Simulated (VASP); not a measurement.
**InSb3: single point with PBEsol**

InSb3:

```
CELL_PARAMETERS angstrom
0.00000 3.79455 3.79455
3.79455 0.00000 3.79455
3.79455 3.79455 0.00000
ATOMIC_POSITIONS crystal
Sb 0.50000 0.50000 0.50000
Sb 0.75000 0.75000 0.75000
Sb 0.25000 0.25000 0.25000
In 0.00000 0.00000 0.00000
```

```yaml
Program: VASP 6.6.1
Task: single point
Functional: PBEsol
Potentials_or_basis: VASP PAW PBE potentials, release 64 (Sb, In_d)
Cutoff: 520 eV
k_mesh: 6 × 6 × 6
Occupations: fermi-dirac, width 0.05 eV
Spin: non-collinear spin, zero start, spin-orbit coupling
Starting_moments: "[[0.0, 0.0, 0.0], [0.0, 0.0, 0.0], [0.0, 0.0, 0.0], [0.0, 0.0, 0.0]] μB"
```

```json
{
 "Pressure": "-3.0 GPa",
 "Net moment": "0.00 μB per cell",
 "Valence electrons inside the program's atomic spheres": "Sb 2.31, 2.35 (each value once); In 11.30"
}
```

Moments on the atoms (μB; x, y, z):
```
Sb  0.00 0.00 0.00
Sb  0.00 0.00 0.00
Sb  0.00 0.00 0.00
In  0.00 0.00 0.00
```

Run time: 4.8 min on 1 thread of Intel Xeon 8259CL (shared host), peak memory 0.53 GiB.

Caveat: the PAW data sets were made with another functional, which shifts forces and pressure a little.
